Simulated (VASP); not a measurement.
# C (Fmmm) in VASP: notebook

The runs below take C through single point, relaxation of shape and atoms at fixed volume, relaxation of cell and atoms, with LDA.

All numbers are computed with VASP 6.6.1; they aren't measurements. Logs are shortened: lines on timing, memory, paths and dates and some standing lists are left out, and cuts for length are marked.

### 1 The cell of the first run

The structure is orthorhombic, space group Fmmm (No. 69). Conventional cell: a = 2.445 Å, b = 4.234 Å, c = 6.737 Å, α = 90.00°, β = 90.00°, γ = 90.00°. Within 1.9 Å of C (site symmetry m2m) lie 3 C at 1.41 Å.

### 2 Single point, LDA

Contents of INCAR:

```
SYSTEM = C
PREC = Accurate
ENCUT = 520
EDIFF = 1E-7
ISMEAR = 0
SIGMA = 0.02
LREAL = .False.
LASPH = .True.
NELM = 80
ALGO = Normal
ISIF = 2
LWAVE = .False.
LCHARG = .True.
LELF = .True.
LVHAR = .True.
NBANDS = 11
```

Contents of KPOINTS:

```
regular mesh
0
Gamma
  14 14 14
  0 0 0
```

Contents of POSCAR:

```
C
1.0
    0.0000000000      2.1171581300      3.3687394299
    1.2224696867      0.0000000000      3.3687394299
    1.2224696867      2.1171581300      0.0000000000
C
2
Direct
    0.1667410834      0.8332589166      0.1667410834
    0.8332589166      0.1667410834      0.8332589166
```

Potentials or basis: VASP PAW LDA potentials, release 64 (C).

Started as:

```console
$ cat potpaw_LDA.64/C/POTCAR > POTCAR
$ mpirun -np 1 vasp_std > vasp.out
```

OUTCAR:

```text
SYSTEM = C
   PREC = Accurate
   ENCUT = 520
   EDIFF = 1E-7
   ISMEAR = 0
   LREAL = .False.
   LASPH = .True.
   NELM = 80
   ISIF = 2

 ion  position               nearest neighbor table
   1  0.167  0.833  0.167-   2 1.41   2 1.41   2 1.41
   2  0.833  0.167  0.833-   1 1.41   1 1.41   1 1.41

  LATTYP: Found a face centered orthorhombic cell.
 ALAT       =     2.4449393734
 B/A-ratio  =     1.7318696349
 C/A-ratio  =     2.7556834059

  Lattice vectors:

 A1 = (   0.0000000000,   2.1171581300,   3.3687394299)
 A2 = (   1.2224696867,   0.0000000000,   3.3687394299)
 A3 = (   1.2224696867,   2.1171581300,   0.0000000000)

Analysis of symmetry for initial positions (statically):
=====================================================================
 Subroutine PRICEL returns:
 Original cell was already a primitive cell.

 Routine SETGRP: Setting up the symmetry group for a
 face centered orthorhombic supercell.

 Subroutine GETGRP returns: Found  8 space group operations
 (whereof  8 operations were pure point group operations)
 out of a pool of  8 trial point group operations.

The static configuration has the point symmetry D_2h.

Analysis of symmetry for dynamics (positions and initial velocities):
=====================================================================
 Subroutine PRICEL returns:
 Original cell was already a primitive cell.

 Routine SETGRP: Setting up the symmetry group for a
 face centered orthorhombic supercell.

 Subroutine GETGRP returns: Found  8 space group operations
 (whereof  8 operations were pure point group operations)
 out of a pool of  8 trial point group operations.

The dynamic configuration has the point symmetry D_2h.

 Subroutine INISYM returns: Found  8 space group operations
 (whereof  8 operations are pure point group operations),
 and found     1 'primitive' translations

----------------------------------------------------------------------------------------

                                     Primitive cell

  volume of cell :      17.4377

  direct lattice vectors                    reciprocal lattice vectors
     0.000000000  2.117158130  3.368739430    -0.409008097  0.236165638  0.148423471
     1.222469687  0.000000000  3.368739430     0.409008097 -0.236165638  0.148423471
     1.222469687  2.117158130  0.000000000     0.409008097  0.236165638 -0.148423471

  length of vectors
     3.978789250  3.583690483  2.444747570     0.495067024  0.495067024  0.495067024
[... 88 lines left out ...]
   ISYM   =      2    0-nonsym 1-usesym 2-fastsym
   POTIM  = 0.5000    time-step for ionic-motion
   TEBEG  =    0.0;   TEEND  =   0.0 temperature during run
   PSTRESS=    0.0 pullay stress
   NELECT =       8.0000    total number of electrons
   NUPDOWN=      -1.0000    fix difference up-down
   EMIN   =  10.00;   EMAX   =-10.00  energy-range for DOS
   EFERMI =   0.00;   METHOD = LEGACY
   ISMEAR =     0;   SIGMA  =   0.02  broadening in eV -4-tet -1-fermi 0-gaus
   EFERMI_NEDOS =   21; number of points for ismear=-14 and -15
   IALGO  =     38    algorithm
   IMIX   =      4    mixing-type and parameters
     AMIX     =   0.40;   BMIX     =  1.00
     AMIX_MAG =   1.60;   BMIX_MAG =  1.00
  volume/ion in A,a.u.               =       8.72        58.84
  Fermi-wavevector in a.u.,A,eV,Ry     =   1.262627  2.386020 21.690789  1.594228
  Thomas-Fermi vector in A             =   2.396026
   LORBIT       =      0    0 simple, 1 ext, 2 COOP (PROOUT), +10 PAW based schemes
   GGA     = CA    functional components
   LHFCALC =     F    Hartree Fock is set to
   AEXX    =    0.0000 exact exchange contribution
   IVDW    =     0    specifies the selected vdW correction
   LEPSILON=     F    determine dielectric tensor
   LRPA    =     F    only Hartree local field effects (RPA)
 non-spin polarized calculation
 Gauss-broadening in eV      SIGMA  =   0.02
  energy-cutoff  :      520.00
  volume of cell :       17.44
 maximum number of plane-waves:       487
 NGX is ok and might be reduce to    30
   NGX = 15   NGY = 13   NGZ =  9

 number of electron       8.0000000 magnetization

 Free energy of the ion-electron system (eV)
  ---------------------------------------------------
  ext. energy  EPLUGINS =         0.00000000
  ---------------------------------------------------
  free energy    TOTEN  =       -20.22078914 eV

  energy without entropy =      -20.22078914  energy(sigma->0) =      -20.22078914

 E-fermi :   4.9763     XC(G=0): -10.7757

 val. band max:        4.7632178692   @ k =   0.5000  -0.1429   0.3571
 cond. band min:       5.1368595776   @ k =  -0.1429   0.2143   0.2857
 fundamental gap:      0.3736417084
 Fermi energy:         4.9762940032

 k-point     1 :       0.0000    0.0000    0.0000
  band No.  band energies     occupation
      1     -14.9571      2.00000
      2      -2.0620      2.00000
      3       1.6822      2.00000
      4       1.6875      2.00000
      5       8.4182      0.00000
      6      13.1052      0.00000
      7      13.1952      0.00000
      8      16.2661      0.00000
      9      18.1511      0.00000
     10      27.2940      0.00000
     11      29.8313      0.00000
[... 309 lines left out ...]
 k-point    24 :       0.2857    0.1429   -0.0000
  band No.  band energies     occupation
      1     -14.3553      2.00000
      2      -2.3603      2.00000
      3      -0.0500      2.00000
      4       0.7802      2.00000
      5      10.9790      0.00000
      6      13.2626      0.00000
      7      14.6869      0.00000
      8      15.0968      0.00000
      9      18.9121      0.00000
     10      26.3698      0.00000
     11      28.5603      0.00000

 [... further k-points ...]

------------------------ aborting loop because EDIFF is reached ----------------------------------------

  FORCE on cell =-STRESS in cart. coord.  units (eV):
  Direction    XX          YY          ZZ          XY          YZ          ZX
  --------------------------------------------------------------------------------------
  -------------------------------------------------------------------------------------
  Total        0.1380158      0.1379042     -0.0107639      0.0000000      0.0000000      0.0000000
  in kB       12.6809174     12.6706622     -0.9889877      0.0000000      0.0000000      0.0000000
  external PRESSURE =       8.1208639 kB  Pullay stress =       0.0000000 kB

 VOLUME and BASIS-vectors are now :
 -----------------------------------------------------------------------------
  energy-cutoff  :      520.00
  volume of cell :       17.44
      direct lattice vectors                 reciprocal lattice vectors
     0.000000000  2.117158130  3.368739430    -0.409008097  0.236165638  0.148423471
     1.222469687  0.000000000  3.368739430     0.409008097 -0.236165638  0.148423471
     1.222469687  2.117158130  0.000000000     0.409008097  0.236165638 -0.148423471

 POSITION                                       TOTAL-FORCE (eV/Angst)
 -----------------------------------------------------------------------------------
      1.22247      0.70603      3.36874         0.000000      0.000068      0.000000
      1.22247      3.52828      3.36874         0.000000     -0.000068      0.000000
 -----------------------------------------------------------------------------------
    total drift:                                0.000000      0.000000     -0.000000

  FREE ENERGIE OF THE ION-ELECTRON SYSTEM (eV)
  ---------------------------------------------------
  free  energy   TOTEN  =       -20.2207891417 eV

  energy  without entropy=      -20.2207891417  energy(sigma->0) =      -20.22078914
```

OSZICAR:

```text
N       E                     dE             d eps       ncg     rms          rms(c)
DAV:   1    -0.199396479229E+01   -0.19940E+01   -0.41152E+03  9600   0.648E+02
DAV:   2    -0.212578293798E+02   -0.19264E+02   -0.18518E+02 12432   0.119E+02
DAV:   3    -0.216743118890E+02   -0.41648E+00   -0.41574E+00 11847   0.142E+01
DAV:   4    -0.216759887511E+02   -0.16769E-02   -0.16767E-02 11052   0.110E+00
DAV:   5    -0.216759961838E+02   -0.74328E-05   -0.74324E-05 11977   0.648E-02    0.668E+00
DAV:   6    -0.205638799734E+02    0.11121E+01   -0.10002E+00 10823   0.571E+00    0.378E+00
DAV:   7    -0.202212439031E+02    0.34264E+00   -0.10578E+00 11116   0.591E+00    0.105E+00
DAV:   8    -0.202215191980E+02   -0.27529E-03   -0.26047E-02 10538   0.105E+00    0.184E-01
DAV:   9    -0.202208015119E+02    0.71769E-03   -0.14879E-03 11300   0.224E-01    0.705E-02
DAV:  10    -0.202207900693E+02    0.11443E-04   -0.13433E-04 11393   0.784E-02    0.297E-02
DAV:  11    -0.202207891421E+02    0.92718E-06   -0.33330E-06 11071   0.129E-02    0.527E-03
DAV:  12    -0.202207891417E+02    0.49783E-09   -0.32566E-08  8719   0.152E-03
   1 F= -.20220789E+02 E0= -.20220789E+02  d E =-.349300E-32
```

Run time: 39 s. Hardware: 1 thread of Intel Xeon 6975P-C (Granite Rapids), shared host; peak memory 0.17 GiB.

Results:

```yaml
Free_energy: -20.2208 eV
Pressure: 0.8 GPa
Band_gap_on_the_k_mesh: 0.37 eV, indirect (least direct gap 0.47 eV)
```

Stress tensor (GPa, compression positive):
```
 1.27  0.00  0.00
 0.00  1.27  0.00
 0.00  0.00 -0.10
```

Levels at points of the mesh, in eV from the valence-band top:
| k point | band 2 | band 3 | band 4 | band 5 | band 6 | band 7 |
| --- | --- | --- | --- | --- | --- | --- |
| (0.00, 0.00, 0.00) | -6.83 | -3.08 | -3.08 | 3.66 | 8.34 | 8.43 |
| (0.50, 0.00, 0.00) | -13.38 | -6.53 | -2.50 | 1.49 | 7.63 | 12.15 |
| (0.50, 0.50, 0.00) | -8.83 | -3.11 | -3.07 | 8.33 | 8.38 | 9.85 |
| (0.50, 0.00, 0.50) | -13.46 | -6.51 | -1.73 | 2.40 | 7.84 | 10.80 |
| (0.00, 0.50, 0.50) | -13.28 | -6.57 | -3.18 | 0.78 | 7.43 | 13.41 |

A k mesh can miss the band edges.

### 3 Single point, LDA

This run uses another cell than the first one, of 8.70 Å³/atom, 0.997 times its volume.

Contents of INCAR:

```
ALGO = Normal
EDIFF = 1E-6
ENCUT = 520
GGA = CA
ISIF = 2
ISMEAR = 0
LASPH = True
LCHARG = False
LREAL = False
LWAVE = False
NBANDS = 11
NELM = 100
PREC = Accurate
SIGMA = 0.02
```

Contents of KPOINTS:

```
k-points
0
Gamma
  18 18 18
```

Contents of POSCAR:

```
C
1.0
    0.0000000000      2.1166507462      3.3597491961
    1.2227846669      0.0000000000      3.3597491961
    1.2227846669      2.1166507462      0.0000000000
C
2
Direct
    0.1667065657      0.8332934343      0.1667065657
    0.8332934343      0.1667065657      0.8332934343
```

Potentials or basis: VASP PAW LDA potentials, release 64 (C).

Started as:

```console
$ cat potpaw_LDA.64/C/POTCAR > POTCAR
$ mpirun -np 1 vasp_std > vasp.out
```

It took 73 s on 1 thread of Intel Xeon 6975P-C (Granite Rapids), shared host; peak memory 0.23 GiB.

It converged, with:

```
Free energy            : -20.2203 eV
Pressure               : 0.8 GPa
Band gap on the k mesh : 0.08 eV, indirect (least direct gap 0.16 eV)
```

Forces in eV/Å, atoms in the order of the input:
```
C    0.000 -0.003  0.000
C    0.000  0.003  0.000
```

Stress tensor (GPa, compression positive):
```
 1.28  0.00  0.00
 0.00  1.28  0.00
 0.00  0.00 -0.10
```

Levels at points of the mesh, in eV from the valence-band top:
| k point | band 1 | band 2 | band 3 | band 4 | band 5 | band 6 | band 7 | band 8 |
| --- | --- | --- | --- | --- | --- | --- | --- | --- |
| (0.00, 0.00, 0.00) | -19.58 | -6.67 | -2.94 | -2.93 | 3.82 | 8.49 | 8.56 | 11.64 |
| (0.50, 0.00, 0.00) | -14.04 | -13.23 | -6.39 | -2.36 | 1.64 | 7.78 | 12.31 | 13.33 |
| (0.50, 0.50, 0.00) | -19.27 | -8.70 | -2.97 | -2.93 | 8.46 | 8.53 | 10.06 | 11.78 |
| (0.50, 0.00, 0.50) | -14.15 | -13.32 | -6.38 | -1.58 | 2.54 | 7.97 | 10.96 | 11.07 |
| (0.00, 0.50, 0.50) | -13.92 | -13.14 | -6.43 | -3.04 | 0.91 | 7.56 | 13.57 | 17.09 |

A k mesh can miss the band edges.

### 4 Single point, LDA

This run uses another cell than the first one, of 8.70 Å³/atom, 0.998 times its volume.

Changes to INCAR since step 3:

```diff
@@ -7,4 +7,6 @@
 LASPH = True
-LCHARG = False
+LCHARG = True
+LELF = True
 LREAL = False
+LVHAR = True
 LWAVE = False
```

KPOINTS is that of step 3.

Contents of POSCAR:

```
C
1.0
    0.0000000000      2.1167060736      3.3609645910
    1.2227775230      0.0000000000      3.3609645910
    1.2227775230      2.1167060736      0.0000000000
C
2
Direct
    0.1667000688      0.8332999312      0.1667000688
    0.8332999312      0.1667000688      0.8332999312
```

Started as:

```console
$ cat potpaw_LDA.64/C/POTCAR > POTCAR
$ mpirun -np 1 vasp_std > vasp.out
```

It took 70 s on 1 thread of Intel Xeon 6975P-C (Granite Rapids), shared host; peak memory 0.23 GiB.

Results (log left out):

```yaml
Free_energy: -20.2203 eV
Pressure: 0.8 GPa
Band_gap_on_the_k_mesh: 0.08 eV, indirect (least direct gap 0.16 eV)
```

Stress tensor (GPa, compression positive):
```
 1.27  0.00  0.00
 0.00  1.26  0.00
 0.00  0.00 -0.11
```

Levels at points of the mesh, in eV from the valence-band top:
```csv
k point,band 1,band 2,band 3,band 4,band 5,band 6,band 7,band 8,band 9
"(0.00, 0.00, 0.00)",-19.58,-6.67,-2.94,-2.93,3.82,8.49,8.56,11.64,13.53
"(0.50, 0.00, 0.00)",-14.04,-13.23,-6.39,-2.36,1.64,7.78,12.31,13.32,19.13
"(0.50, 0.50, 0.00)",-19.27,-8.70,-2.97,-2.93,8.46,8.53,10.05,11.78,13.38
"(0.50, 0.00, 0.50)",-14.15,-13.32,-6.38,-1.58,2.54,7.97,10.96,11.07,17.93
"(0.00, 0.50, 0.50)",-13.92,-13.14,-6.43,-3.04,0.91,7.56,13.57,17.08,19.92
```

### 5 Relaxation of shape and atoms at fixed volume, LDA (volume scaled by 0.97)

Contents of INCAR:

```
PREC     = Accurate       # precision mode
ENCUT    = 600            # plane-wave cutoff, eV
EDIFF    = 1E-6           # SCF threshold, eV
ISMEAR   = 0              # smearing method
SIGMA    = 0.02           # smearing width, eV
LREAL    = F              # projectors in reciprocal space
LASPH    = T              # aspherical terms in the spheres
NELM     = 100            # most SCF steps
ALGO     = Normal         # electronic algorithm
ISIF     = 4              # what is computed and relaxed
LWAVE    = F              # write WAVECAR
LCHARG   = F              # write CHGCAR
IBRION   = 2              # ionic algorithm
NSW      = 50             # ionic steps
EDIFFG   = -0.01          # ionic threshold
```

Contents of KPOINTS:

```
regular mesh
0
Gamma
  18 18 18
```

Contents of POSCAR:

```
C
1.0
    0.0000000000      2.0952689743      3.3258100253
    1.2104324621      0.0000000000      3.3258100253
    1.2104324621      2.0952689743      0.0000000000
C
2
Direct
    0.1667065657      0.8332934343      0.1667065657
    0.8332934343      0.1667065657      0.8332934343
```

Potentials or basis: VASP PAW LDA potentials, release 64 (C).

Started as:

```console
$ cat potpaw_LDA.64/C/POTCAR > POTCAR
$ mpirun -np 1 vasp_std > vasp.out
```

OUTCAR:

```text
PREC = Accurate
   ENCUT = 600
   EDIFF = 1E-6
   ISMEAR = 0
   LREAL = F
   LASPH = T
   NELM = 100
   ISIF = 4
   IBRION = 2
   NSW = 50
   EDIFFG = -0.01

 ion  position               nearest neighbor table
   1  0.167  0.833  0.167-   2 1.40   2 1.40   2 1.40
   2  0.833  0.167  0.833-   1 1.40   1 1.40   1 1.40

  LATTYP: Found a face centered orthorhombic cell.
 ALAT       =     2.4208649242
 B/A-ratio  =     1.7310085774
 C/A-ratio  =     2.7476213084

  Lattice vectors:

 A1 = (   0.0000000000,   2.0952689743,   3.3258100253)
 A2 = (   1.2104324621,   0.0000000000,   3.3258100253)
 A3 = (   1.2104324621,   2.0952689743,   0.0000000000)

Analysis of symmetry for initial positions (statically):
[... 258 lines left out ...]
 val. band max:        4.9138260713   @ k =  -0.2778   0.0556   0.3333
 cond. band min:       5.0080899528   @ k =  -0.2222   0.1111   0.3333
 fundamental gap:      0.0942638815
 Fermi energy:         4.9609579216

 k-point     1 :       0.0000    0.0000    0.0000
  band No.  band energies     occupation
      1     -14.6943      2.00000
      2      -1.5590      2.00000
      3       1.9861      2.00000
      4       2.0109      2.00000
      5       9.0309      0.00000
      6      13.4250      0.00000
      7      13.5081      0.00000
      8      16.5521      0.00000
[... 243 lines left out ...]
 k-point    24 :      -0.2222    0.0556   -0.0000
  band No.  band energies     occupation
      1     -12.8285      2.00000
      2      -3.0446      2.00000
      3      -0.3371      2.00000
      4       0.3089      2.00000
      5      11.0981      0.00000
      6      11.6581      0.00000
      7      13.2789      0.00000
      8      19.5686      0.00000

 [... further k-points ...]

------------------------ aborting loop because EDIFF is reached ----------------------------------------

  FORCE on cell =-STRESS in cart. coord.  units (eV):
  Direction    XX          YY          ZZ          XY          YZ          ZX
  --------------------------------------------------------------------------------------
  -------------------------------------------------------------------------------------
  Total        0.0828612      0.0737160      0.0757618     -0.0000000      0.0000000      0.0000000
  in kB        7.8696211      7.0010687      7.1953693     -0.0000000      0.0000000      0.0000000
  external PRESSURE =       7.3553530 kB  Pullay stress =       0.0000000 kB
[... 17 lines left out ...]
  FREE ENERGIE OF THE ION-ELECTRON SYSTEM (eV)
  ---------------------------------------------------
  free  energy   TOTEN  =       -20.2243874321 eV

  energy  without entropy=      -20.2243873721  energy(sigma->0) =      -20.22438740

 reached required accuracy - stopping structural energy minimisation
```

OSZICAR:

```text
N       E                     dE             d eps       ncg     rms          rms(c)
DAV:   1    -0.530193222795E+00   -0.53019E+00   -0.47488E+03 14216   0.101E+03
DAV:   2    -0.215422096189E+02   -0.21012E+02   -0.19807E+02 20944   0.120E+02
[... 18 lines left out ...]
       N       E                     dE             d eps       ncg     rms          rms(c)
DAV:   1    -0.202268878017E+02   -0.33875E-02   -0.10936E-01 13848   0.286E+00    0.193E-01
DAV:   2    -0.202251210921E+02    0.17667E-02   -0.24019E-03 20208   0.400E-01    0.108E-01
DAV:   3    -0.202243978979E+02    0.72319E-03   -0.26298E-03 16144   0.350E-01    0.287E-02
DAV:   4    -0.202243896411E+02    0.82568E-05   -0.43326E-05 17976   0.584E-02    0.130E-02
DAV:   5    -0.202243874177E+02    0.22234E-05   -0.48389E-06 20832   0.198E-02    0.150E-03
DAV:   6    -0.202243874321E+02   -0.14400E-07   -0.58002E-08  8608   0.237E-03
   3 F= -.20224387E+02 E0= -.20224387E+02  d E =-.154982E-01
```

CONTCAR:

```text
C
   1.00000000000000
     0.0000000000000000    2.1164429787522199    3.2595093711887433
     1.2226973656111753    0.0000000000000000    3.2595093711887433
     1.2226973656111753    2.1164429787522199    0.0000000000000000
  C
     2
Direct
     0.1666891276139444    0.8333108723860556    0.1666891276139444
     0.8333108723860556    0.1666891276139444    0.8333108723860556

  0.00000000E+00  0.00000000E+00  0.00000000E+00
  0.00000000E+00  0.00000000E+00  0.00000000E+00
```

It took 1.7 min on 1 thread of Intel Xeon 6975P-C (Granite Rapids), shared host; peak memory 0.22 GiB.

What came out:

- Free energy: -20.2244 eV
- Energy gained by relaxing: 7.7 meV/atom
- Ionic steps: 3
- Pressure after relaxing: 0.7 GPa
- Largest force after relaxing: 0.008 eV/Å
- Band gap on the k mesh: 0.09 eV, indirect (least direct gap 0.18 eV)

Forces on the atoms (eV/Å):
```
C    0.000  0.008  0.000
C    0.000 -0.008  0.000
```

Stress tensor (GPa, compression positive):
```
0.79 0.00 0.00
0.00 0.70 0.00
0.00 0.00 0.72
```

The path:
| step | energy change (eV) | largest force (eV/Å) | pressure (GPa) | volume (Å³) |
| --- | --- | --- | --- | --- |
| 1 | 0.0000 | 0.0019 | 9.66 | 16.87 |
| 2 | -0.0146 | 0.0103 | -1.30 | 16.87 |
| 3 | -0.0155 | 0.0081 | 0.74 | 16.87 |

Final structure:
```
CELL_PARAMETERS angstrom
0.00000 2.11644 3.25951
1.22270 0.00000 3.25951
1.22270 2.11644 0.00000
ATOMIC_POSITIONS crystal
C 0.16669 0.83331 0.16669
C 0.83331 0.16669 0.83331
```

Levels at points of the mesh, in eV from the valence-band top:
```
           k point  band 2  band 3  band 4  band 5  band 6  band 7
(0.00, 0.00, 0.00)   -6.47   -2.93   -2.90    4.12    8.51    8.59
(0.50, 0.00, 0.00)  -13.22   -6.37   -2.35    1.64    7.79   12.54
(0.50, 0.50, 0.00)   -8.83   -2.95   -2.91    8.46    8.55   10.85
(0.50, 0.00, 0.50)  -13.33   -6.35   -1.41    2.68    8.04   11.15
(0.00, 0.50, 0.50)  -13.10   -6.42   -3.16    0.82    7.52   13.84
```

Caveat: the cell differs from its parent crystal (volume scaled by 0.97).

(Part 1 of 2 ends here.)
